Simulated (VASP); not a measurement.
A run of VASP 6.6.1:

INCAR

```
SYSTEM = Na
PREC = Accurate
ENCUT = 520
EDIFF = 1E-6
ISMEAR = -1
SIGMA = 0.1
LREAL = Auto
LASPH = .True.
NELM = 80
ALGO = Normal
ISIF = 2
LWAVE = .False.
LCHARG = .True.
GGA = PS
LELF = .True.
LVHAR = .True.
NBANDS = 74
```

KPOINTS

```
Automatic mesh
0
Gamma
  2 2 2
  0 0 0
```

The input POSCAR:

```
Na
1.0
    8.4600000000      0.0000000000      0.0000000000
    0.0000000000      8.4600000000      0.0000000000
    0.0000000000      0.0000000000      8.4600000000
Na
17
Direct
    0.0291134752      0.0052009456      0.0456382979
    0.4796099291      0.0042434988      0.0056737589
    0.0019621749      0.4728368794     -0.0018676123
   -0.1289361702     -0.0334042553      0.4403073286
    0.2309219858      0.2426713948      0.3021158392
    0.5142789598      0.5320921986      0.0047281324
    0.5372576832     -0.0517139480      0.4659929078
    0.7932860520      0.3014066194      0.2729787234
   -0.0281442080      0.5222222222      0.5200118203
    0.2647044917      0.7248817967      0.3008156028
    0.2562056738      0.2795862884      0.7649645390
    0.5218676123      0.4971867612      0.4830969267
    0.8181442080      0.6997163121      0.1936997636
    0.7518321513      0.2436288416      0.7337234043
    0.2263002364      0.7179432624      0.8118794326
    0.7345390071      0.7810520095      0.7840307329
    0.1078368794     -0.0110992908      0.7021985816
```

Potentials or basis: VASP PAW PBE potentials, release 64 (Na_pv).

Launch:

```sh
$ cat potpaw_PBE.64/Na_pv/POTCAR > POTCAR
$ mpirun -np 1 vasp_std > vasp.out
```

Hardware: 1 thread of Intel(R) Xeon(R) Platinum 8488C (Sapphire Rapids) (shared host).

Problem. How long does it take, and how much memory?

Solution. It took 4.2 min on 1 thread of Intel(R) Xeon(R) Platinum 8488C (Sapphire Rapids) (shared host), peak memory 0.63 GiB. Counts: scf iterations 12, k points 8.
